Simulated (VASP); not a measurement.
Set up this calculation in VASP 6.6.1, as the native input.

```yaml
Task: single point
Functional: PBE
Potentials_or_basis: VASP PAW PBE potentials, release 64 (Na_pv, W_sv, Cl, O)
Cutoff: 520 eV
k_mesh: 3 × 3 × 4
Occupations: fermi-dirac, width 0.02 eV
Spin: no spin polarisation
Dipole_correction: no
Further_INCAR_settings: LREAL = Auto; ALGO = Normal; EDIFF = 1e-07; NBANDS = 81
```

The structure of Na3WClO4 lies in POSCAR:

```
Na3WClO4
1.0
    7.5181000000      0.0000000000      0.0000000000
    0.0000000000      7.5181000000      0.0000000000
    0.0000000000      0.0000000000      5.3600000000
Na W Cl O
6 2 2 8
Direct
    0.5000000000      0.0000000000      0.3583709896
    0.0000000000      0.5000000000      0.6416290104
    0.7500000000      0.2500000000      0.0000000000
    0.2500000000      0.2500000000      0.0000000000
    0.2500000000      0.7500000000      0.0000000000
    0.7500000000      0.7500000000      0.0000000000
    0.0000000000      0.0000000000      0.5000000000
    0.5000000000      0.5000000000      0.5000000000
    0.5000000000      0.0000000000      0.8419851682
    0.0000000000      0.5000000000      0.1580148318
    0.8093580868      0.0000000000      0.2988253796
    0.5000000000      0.3093580868      0.2988253796
    0.1906419132      0.0000000000      0.2988253796
    0.5000000000      0.6906419132      0.2988253796
    0.3093580868      0.5000000000      0.7011746204
    0.0000000000      0.1906419132      0.7011746204
    0.6906419132      0.5000000000      0.7011746204
    0.0000000000      0.8093580868      0.7011746204
```

These files were run (other wordings do the same):

INCAR

```
ALGO     = Normal         # electronic algorithm
EDIFF    = 1E-7           # SCF threshold, eV
ENCUT    = 520            # plane-wave cutoff, eV
GGA      = PE             # functional
ISIF     = 2              # what is computed and relaxed
ISMEAR   = -1             # smearing method
LASPH    = T              # aspherical terms in the spheres
LCHARG   = F              # write CHGCAR
LREAL    = Auto         
LWAVE    = F              # write WAVECAR
NBANDS   = 81             # bands
NELM     = 80             # most SCF steps
PREC     = Accurate       # precision mode
SIGMA    = 0.02           # smearing width, eV
```

KPOINTS

```
k-points
0
Gamma
  3 3 4
```

Potentials or basis: VASP PAW PBE potentials, release 64 (Na_pv, W_sv, Cl, O).

Launch:

```bash
$ cat potpaw_PBE.64/Na_pv/POTCAR potpaw_PBE.64/W_sv/POTCAR potpaw_PBE.64/Cl/POTCAR potpaw_PBE.64/O/POTCAR > POTCAR
$ mpirun -np 1 vasp_std > vasp.out
```

Results of the run:

```json
{
  "Pressure": "2.1 GPa",
  "Largest force": "0.399 eV/Å",
  "Band gap on the k mesh": "4.66 eV (least direct gap 4.68 eV)"
}
```

Caveat: spin-orbit coupling is left out, which moves the levels of the heavy elements.

It took 6.3 min on 1 thread of Intel(R) Xeon(R) Platinum 8375C CPU @ 2.90GHz (Ice Lake), on a shared host, peak memory 0.43 GiB.
